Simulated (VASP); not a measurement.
# Cs (I4/mmm) in VASP: single point with r2SCAN

Aim: the single point of Cs with r2SCAN.

Program: VASP 6.6.1. These are calculated values, not measurements. Logs are shortened: lines on timing, memory, paths and dates and some standing lists are left out, and cuts for length are marked.

### Step 1. The cell of the first run

It takes space group I4/mmm (No. 139, tetragonal). The conventional cell has a = 5.500 Å, b = 5.500 Å, c = 8.194 Å, α = 90.00°, β = 90.00°, γ = 90.00°.

### Step 2. Single point, r2SCAN

POSCAR reads:

```
Cs
1.0
   -2.7500754600      2.7500754600      4.0972389800
    2.7500754600     -2.7500754600      4.0972389800
    2.7500754600      2.7500754600     -4.0972389800
Cs
1
Direct
    0.0000000000      0.0000000000      0.0000000000
```

INCAR.step1 reads:

```
PREC     = Accurate       # precision mode
ENCUT    = 520            # plane-wave cutoff, eV
ISMEAR   = 0              # smearing method
SIGMA    = 0.15           # smearing width, eV
LREAL    = False          # projectors in reciprocal space
LASPH    = True           # aspherical terms in the spheres
NELM     = 60             # most SCF steps
NBANDS   = 10             # bands
GGA      = PE             # functional
ALGO     = Normal         # electronic algorithm
EDIFF    = 1E-4           # SCF threshold, eV
LWAVE    = True           # write WAVECAR
LCHARG   = False          # write CHGCAR
```

INCAR.step2 reads:

```
PREC     = Accurate       # precision mode
ENCUT    = 520            # plane-wave cutoff, eV
EDIFF    = 1E-6           # SCF threshold, eV
ISMEAR   = 0              # smearing method
SIGMA    = 0.15           # smearing width, eV
LREAL    = False          # projectors in reciprocal space
LASPH    = True           # aspherical terms in the spheres
NELM     = 60             # most SCF steps
ALGO     = Normal         # electronic algorithm
ISIF     = 2              # what is computed and relaxed
LWAVE    = False          # write WAVECAR
LCHARG   = False          # write CHGCAR
METAGGA  = R2SCAN         # meta-GGA
LMIXTAU  = True         
NBANDS   = 10             # bands
ISTART   = 1
```

KPOINTS reads:

```
Automatic mesh
0
Gamma
  6 6 6
```

Potentials or basis: VASP PAW PBE potentials, release 64 (Cs_sv).

Launch:

```console
cat potpaw_PBE.64/Cs_sv/POTCAR > POTCAR
cp INCAR.step1 INCAR
mpirun -np 1 vasp_std > vasp.out
cp INCAR.step2 INCAR
mpirun -np 1 vasp_std > vasp.out
```

OUTCAR:

```text
PREC = Accurate
   ENCUT = 520
   EDIFF = 1E-6
   ISMEAR = 0
   LREAL = False
   LASPH = True
   NELM = 60
   ISIF = 2
   METAGGA = R2SCAN
   ISTART = 1

 ion  position               nearest neighbor table
   1  0.000  0.000  0.000-

  LATTYP: Found a body centered tetragonal cell.
 ALAT       =     5.5001509200
 C/A-ratio  =     1.4898642018

  Lattice vectors:

 A1 = (  -2.7500754600,   2.7500754600,   4.0972389800)
 A2 = (   2.7500754600,  -2.7500754600,   4.0972389800)
 A3 = (   2.7500754600,   2.7500754600,  -4.0972389800)

Analysis of symmetry for initial positions (statically):
=====================================================================
 Subroutine PRICEL returns:
 Original cell was already a primitive cell.

 Routine SETGRP: Setting up the symmetry group for a
 body centered tetragonal supercell.

 Subroutine GETGRP returns: Found 16 space group operations
 (whereof 16 operations were pure point group operations)
 out of a pool of 16 trial point group operations.

The static configuration has the point symmetry D_4h.

Analysis of symmetry for dynamics (positions and initial velocities):
=====================================================================
 Subroutine PRICEL returns:
 Original cell was already a primitive cell.

 Routine SETGRP: Setting up the symmetry group for a
 body centered tetragonal supercell.

 Subroutine GETGRP returns: Found 16 space group operations
 (whereof 16 operations were pure point group operations)
 out of a pool of 16 trial point group operations.

The dynamic configuration has the point symmetry D_4h.

 Subroutine INISYM returns: Found 16 space group operations
 (whereof 16 operations are pure point group operations),
 and found     1 'primitive' translations

----------------------------------------------------------------------------------------

                                     Primitive cell

  volume of cell :     123.9483

  direct lattice vectors                    reciprocal lattice vectors
    -2.750075460  2.750075460  4.097238980     0.000000000  0.181813193  0.122033399
     2.750075460 -2.750075460  4.097238980     0.181813193  0.000000000  0.122033399
     2.750075460  2.750075460 -4.097238980     0.181813193  0.181813193  0.000000000

  length of vectors
     5.649176695  5.649176695  5.649176695     0.218970746  0.218970746  0.257122683

  position of ions in fractional coordinates (direct lattice)
     0.000000000  0.000000000  0.000000000

  ion indices of the primitive-cell ions
   primitive index   ion index
                 1           1

----------------------------------------------------------------------------------------

 KPOINTS: Automatic mesh

Automatic generation of k-mesh.
 Grid dimensions read from file:
 generate k-points for:    6    6    6

 Generating k-lattice:

  Cartesian coordinates                     Fractional coordinates (reciprocal lattice)
     0.000000000  0.030302199  0.020338900     0.166666667 -0.000000000  0.000000000
     0.030302199  0.000000000  0.020338900    -0.000000000  0.166666667  0.000000000
     0.030302199  0.030302199  0.000000000     0.000000000  0.000000000  0.166666667

  Length of vectors
     0.036495124  0.036495124  0.042853781

  Shift w.r.t. Gamma in fractional coordinates (k-lattice)
     0.000000000  0.000000000  0.000000000

 Subroutine IBZKPT returns following result:
 ===========================================

 Found     30 irreducible k-points:

 Following reciprocal coordinates:
            Coordinates               Weight
  0.000000  0.000000  0.000000      1.000000
  0.166667 -0.000000  0.000000      8.000000
  0.333333  0.000000  0.000000      8.000000
  0.500000 -0.000000  0.000000      4.000000
  0.166667  0.166667  0.000000      8.000000
  0.333333  0.166667  0.000000     16.000000
[... 16 lines left out ...]
 -0.333333 -0.333333  0.166667      8.000000
 -0.166667 -0.333333  0.166667      8.000000
 [... further k-points ...]
   k-points           NKPTS =     30   k-points in BZ     NKDIM =     30   number of bands    NBANDS=     10
   number of dos      NEDOS =    301   number of ions     NIONS =      1
   total plane-waves  NPLWV =  74088
   dimension x,y,z NGX =    42 NGY =   42 NGZ =   42
   dimension x,y,z NGXF=    84 NGYF=   84 NGZF=   84
   ions per type =               1
   NGX,Y,Z   is equivalent  to a cutoff of  12.36, 12.36, 12.36 a.u.
   NGXF,Y,Z  is equivalent  to a cutoff of  24.72, 24.72, 24.72 a.u.
 SYSTEM =  unknown system
   PREC   = accura    normal or accurate (medium, high low for compatibility)
   ISTART =      1    job   : 0-new  1-cont  2-samecut
   ICHARG =      0    charge: 1-file 2-atom 10-const
   ISPIN  =      1    spin polarized calculation?
   LNONCOLLINEAR =      F non collinear calculations
   LSORBIT =      F    spin-orbit coupling
   LASPH  =      T    aspherical Exc in radial PAW
   ENCUT  =  520.0 eV  38.22 Ry    6.18 a.u.  10.50 10.50 10.50*2*pi/ulx,y,z
   NELM   =     60;   NELMIN=  2; NELMDL=  0     # of ELM steps
   EDIFF  = 0.1E-05   stopping-criterion for ELM
   LREAL  =      F    real-space projection
   EDIFFG = 0.1E-04   stopping-criterion for IOM
   NSW    =      0    number of steps for IOM
   IBRION =     -1    ionic relax: 0-MD 1-quasi-New 2-CG
   NFREE  =      0    steps in history (QN), initial steepest desc. (CG)
   ISIF   =      2    stress and relaxation
   ISYM   =      2    0-nonsym 1-usesym 2-fastsym
   POTIM  = 0.5000    time-step for ionic-motion
   TEBEG  =    0.0;   TEEND  =   0.0 temperature during run
   PSTRESS=    0.0 pullay stress
   NELECT =       9.0000    total number of electrons
   NUPDOWN=      -1.0000    fix difference up-down
   EMIN   =  10.00;   EMAX   =-10.00  energy-range for DOS
   EFERMI =   0.00;   METHOD = LEGACY
   ISMEAR =     0;   SIGMA  =   0.15  broadening in eV -4-tet -1-fermi 0-gaus
   EFERMI_NEDOS =   21; number of points for ismear=-14 and -15
   IALGO  =     38    algorithm
   IMIX   =      4    mixing-type and parameters
     AMIX     =   0.40;   BMIX     =  1.00
     AMIX_MAG =   1.60;   BMIX_MAG =  1.00
  volume/ion in A,a.u.               =     123.95       836.44
  Fermi-wavevector in a.u.,A,eV,Ry     =   0.682981  1.290648  6.346621  0.466463
  Thomas-Fermi vector in A             =   1.762213
   LORBIT       =      0    0 simple, 1 ext, 2 COOP (PROOUT), +10 PAW based schemes
   METAGGA = R2SCAN    functional components
   LHFCALC =     F    Hartree Fock is set to
   AEXX    =    0.0000 exact exchange contribution
   IVDW    =     0    specifies the selected vdW correction
   LEPSILON=     F    determine dielectric tensor
   LRPA    =     F    only Hartree local field effects (RPA)
 non-spin polarized calculation
 Gauss-broadening in eV      SIGMA  =   0.15
  energy-cutoff  :      520.00
  volume of cell :      123.95
 maximum number of plane-waves:      3372
   NGX = 21   NGY = 21   NGZ = 21

 number of electron       9.0000001 magnetization

 Free energy of the ion-electron system (eV)
  ---------------------------------------------------
  ext. energy  EPLUGINS =         0.00000000
  ---------------------------------------------------
  free energy    TOTEN  =       -25.01522868 eV

  energy without entropy =      -24.99924352  energy(sigma->0) =      -25.00723610

 E-fermi :   0.3472     XC(G=0):  -5.4463

 val. band max:        0.3189836579   @ k =  -0.3333   0.3333   0.1667
 cond. band min:       0.4379900593   @ k =   0.5000  -0.0000   0.0000
 fundamental gap:      0.1190064015
 Fermi energy:         0.3472393432

 k-point     1 :       0.0000    0.0000    0.0000
  band No.  band energies     occupation
      1     -24.4733      2.00000
      2     -10.8501      2.00000
      3     -10.8501      2.00000
      4     -10.8495      2.00000
      5      -1.3502      2.00000
      6       2.9686      0.00000
      7       3.1296      0.00000
      8       3.1296      0.00000
      9       3.9903      0.00000
     10       4.3233      0.00000

 k-point     2 :       0.1667   -0.0000    0.0000
  band No.  band energies     occupation
      1     -24.4721      2.00000
      2     -10.8777      2.00000
      3     -10.8542      2.00000
      4     -10.8528      2.00000
      5      -1.0693      2.00000
      6       2.5333      0.00000
      7       3.0901      0.00000
      8       3.2406      0.00000
      9       3.8673      0.00000
     10       4.0967      0.00000

 k-point     3 :       0.3333    0.0000    0.0000
  band No.  band energies     occupation
      1     -24.4698      2.00000
      2     -10.9321      2.00000
      3     -10.8632      2.00000
      4     -10.8580      2.00000
      5      -0.3213      2.00000
      6       1.6824      0.00000
      7       2.9203      0.00000
      8       3.1545      0.00000
      9       4.3162      0.00000
     10       4.3510      0.00000

 k-point     4 :       0.5000   -0.0000    0.0000
  band No.  band energies     occupation
      1     -24.4686      2.00000
      2     -10.9586      2.00000
      3     -10.8677      2.00000
      4     -10.8607      2.00000
      5       0.4380      0.39222
      6       0.9728      0.00000
      7       2.7869      0.00000
      8       3.0248      0.00000
      9       4.8498      0.00000
     10       4.9355      0.00000
[... 222 lines left out ...]
 k-point    22 :      -0.1667    0.5000    0.1667
  band No.  band energies     occupation
      1     -24.4684      2.00000
      2     -10.9452      2.00000
      3     -10.8828      2.00000
      4     -10.8663      2.00000
      5       0.4493      0.33584
      6       1.2175      0.00000
      7       2.3157      0.00000
      8       3.2415      0.00000
      9       4.4279      0.00000
     10       4.8997      0.00000

 k-point    23 :      -0.3333   -0.3333    0.1667
  band No.  band energies     occupation
      1     -24.4685      2.00000
      2     -10.9263      2.00000
      3     -10.8911      2.00000
      4     -10.8738      2.00000
      5       0.2105      1.80263
      6       1.8035      0.00000
      7       1.9207      0.00000
      8       3.3661      0.00000
      9       4.0586      0.00000
     10       4.9441      0.00000

 k-point    24 :      -0.1667   -0.3333    0.1667
  band No.  band energies     occupation
      1     -24.4701      2.00000
      2     -10.9128      2.00000
      3     -10.8693      2.00000
      4     -10.8651      2.00000
      5      -0.4301      2.00000
      6       1.9660      0.00000
      7       2.5262      0.00000
      8       3.3969      0.00000
      9       3.7909      0.00000
     10       4.6229      0.00000

 [... further k-points ...]
[... 5 lines left out ...]
  --------------------------------------------------------------------------------------
  -------------------------------------------------------------------------------------
  Total        0.0164134      0.0164134      0.0106104      0.0000000      0.0000000      0.0000000
  in kB        0.2121620      0.2121620      0.1371523      0.0000000      0.0000000      0.0000000
  external PRESSURE =       0.1871588 kB  Pullay stress =       0.0000000 kB

 VOLUME and BASIS-vectors are now :
 -----------------------------------------------------------------------------
  energy-cutoff  :      520.00
  volume of cell :      123.95
      direct lattice vectors                 reciprocal lattice vectors
    -2.750075460  2.750075460  4.097238980     0.000000000  0.181813193  0.122033399
     2.750075460 -2.750075460  4.097238980     0.181813193  0.000000000  0.122033399
     2.750075460  2.750075460 -4.097238980     0.181813193  0.181813193  0.000000000

 POSITION                                       TOTAL-FORCE (eV/Angst)
 -----------------------------------------------------------------------------------
      0.00000      0.00000      0.00000         0.000000      0.000000     -0.000000
 -----------------------------------------------------------------------------------
    total drift:                               -0.000000      0.000000     -0.000000

  FREE ENERGIE OF THE ION-ELECTRON SYSTEM (eV)
  ---------------------------------------------------
  free  energy   TOTEN  =       -25.0152286759 eV

  energy  without entropy=      -24.9992435227  energy(sigma->0) =      -25.00723610
```

Wall time 2.3 min (1 thread of Intel Xeon Platinum 8488C (Sapphire Rapids), shared host); peak memory 0.29 GiB.

Results:

- Free energy: -25.0152 eV
- Pressure: 0.0 GPa

Caveat: the PAW data sets were made with another functional, which shifts forces and pressure a little; spin-orbit coupling is left out, which moves the levels of the heavy elements.
